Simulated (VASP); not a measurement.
Runs of VASP 6.6.1 on F. The structure is that of space group C2/m (No. 12), or close to it. The cells are those of the table. 

| task | cell | cutoff (eV) | gap on the mesh (eV) | pressure (GPa) | relaxed volume (Å³/atom) | largest force (eV/Å) |
| --- | --- | --- | --- | --- | --- | --- |
| single point | a = 3.306, b = 3.306, c = 7.366 Å, angles 105.7, 105.7, 59.2°, 4 atoms | 520 | 2.70 | 0.6 | - | 0.38 |
| single point | a = 3.452, b = 3.452, c = 7.599 Å, angles 105.8, 105.8, 59.5°, 4 atoms | 520 | 2.84 | 0.1 | - | 0.37 |
| relaxation of shape and atoms at fixed volume | relaxed from a = 3.270, b = 3.270, c = 7.287 Å, angles 105.7, 105.7, 59.2°, 4 atoms | 600 | (b) | 0.0 | 15.90 | 0.01 |
| relaxation of shape and atoms at fixed volume | relaxed from a = 3.427, b = 3.427, c = 7.455 Å, angles 105.6, 105.6, 59.9°, 4 atoms | 600 | 2.70 | -0.5 | 18.00 | 0.01 |
| relaxation of shape and atoms at fixed volume | relaxed from a = 3.225, b = 3.225, c = 7.253 Å, angles 105.6, 105.6, 59.0°, 4 atoms | 600 | 2.50 | 0.2 | (a) | 0.01 |
| single point | a = 3.408, b = 3.408, c = 7.561 Å, angles 105.6, 105.6, 59.6°, 4 atoms | 520 | 2.81 | 0.2 | - | 0.38 |
| single point | a = 3.393, b = 3.393, c = 7.382 Å, angles 105.6, 105.6, 59.9°, 4 atoms | 520 | 2.79 | 0.3 | - | 0.37 |
| relaxation of shape and atoms at fixed volume | relaxed from a = 3.359, b = 3.359, c = 7.307 Å, angles 105.6, 105.6, 59.9°, 4 atoms | 600 | 2.63 | -0.4 | 16.95 | 0.01 |
| single point | a = 3.344, b = 3.344, c = 7.410 Å, angles 105.7, 105.7, 59.4°, 4 atoms | 520 | 2.74 | 0.4 | - | 0.37 |
| relaxation of shape and atoms at fixed volume | relaxed from a = 3.309, b = 3.309, c = 7.333 Å, angles 105.7, 105.7, 59.4°, 4 atoms | 600 | 2.59 | -0.2 | 16.43 | 0.01 |
| single point | a = 3.261, b = 3.261, c = 7.335 Å, angles 105.6, 105.6, 59.0°, 4 atoms | 520 | 2.66 | 0.8 | - | 0.38 |
| relaxation of shape and atoms at fixed volume | relaxed from a = 3.495, b = 3.495, c = 7.694 Å, angles 105.8, 105.8, 59.5°, 4 atoms | 600 | 2.77 | -0.6 | - | 0.01 |

Alike in all rows: level PBE+D3(BJ); potentials or basis VASP PAW PBE potentials, release 64 (F); no spin polarisation; k mesh 8 × 8 × 4; smearing gaussian 0.02 eV.

**Question.** Estimate the missing entries.

**Answer.** (a) 15.38; (b) 2.55.

A k mesh can miss the band edges.
